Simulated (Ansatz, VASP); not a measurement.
InGaTe3: VASP beside Ansatz

```
In Ga Te
1.0
     5.47026    0.00000    0.00000
     0.00000    5.47026    0.00000
     0.00000    0.00000    5.47026
In Ga Te
1 1 3
Direct
  0.50000 0.50000 0.50000
  0.00000 0.00000 0.00000
  0.50000 0.00000 0.00000
  0.00000 0.50000 0.00000
  0.00000 0.00000 0.50000
```

Alike in both runs: functional PBE; k mesh 4 × 4 × 4; occupations gaussian, width 0.1 eV; no spin polarisation.

Ansatz relaxed the structure, and its values are those at the end. VASP's run is a single point on that final structure, the one shown.

```csv
,VASP,Ansatz
version,VASP 6.6.1,Ansatz 0.2.0
potentials or method,"VASP PAW PBE potentials, release 64 (In_d, Ga_d, Te), cutoff 520 eV","scalar-relativistic, plane waves, PAW"
valence electrons in the cell,44,74
```

```tsv
	VASP	Ansatz	Ansatz less VASP
gap on the k mesh at the Fermi level (eV)	none	none	-
pressure (GPa)	0.2	0.2	+0.01
```

A gap of «none» marks a metal or a gap that the smearing closes. VASP's potentials hold 44 valence electrons a cell and Ansatz's 74, so a difference there can come from the potentials and not from the codes.

Neither program's run includes spin-orbit coupling.
